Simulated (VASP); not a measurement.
Si62C (a cell with a defect), 63 atoms in the cell. The cell holds a defect, 63 atoms: a = 10.860 Å, b = 10.860 Å, c = 10.860 Å, α = 90.00°, β = 90.00°, γ = 90.00°. 

```yaml
Program: VASP 6.6.1
Task: single point
Functional: PBE
Dispersion: D3(BJ)
Potentials_or_basis: VASP PAW PBE potentials, release 64 (Si, C)
Cutoff: 520 eV
k_mesh: 1 × 1 × 1
Occupations: gaussian, width 0.02 eV
Spin: no spin polarisation
Dipole_correction: no
Further_INCAR_settings: LREAL = Auto; ALGO = Normal; EDIFF = 1e-06; NBANDS = 163
```

Potentials or basis: VASP PAW PBE potentials, release 64 (Si, C).

The run is started by

```sh
$ cat potpaw_PBE.64/Si/POTCAR potpaw_PBE.64/C/POTCAR > POTCAR
$ mpirun -np 1 vasp_gam > vasp.out
```

Hardware: 1 thread of Oxide Virtual Turin-like Processor, with other jobs on the host.

Task: How long does it take, and how much memory?

Result: It took 9.9 min on 1 thread of Oxide Virtual Turin-like Processor (shared host), peak memory 1 GiB. Counts: scf iterations 17, k points 1.
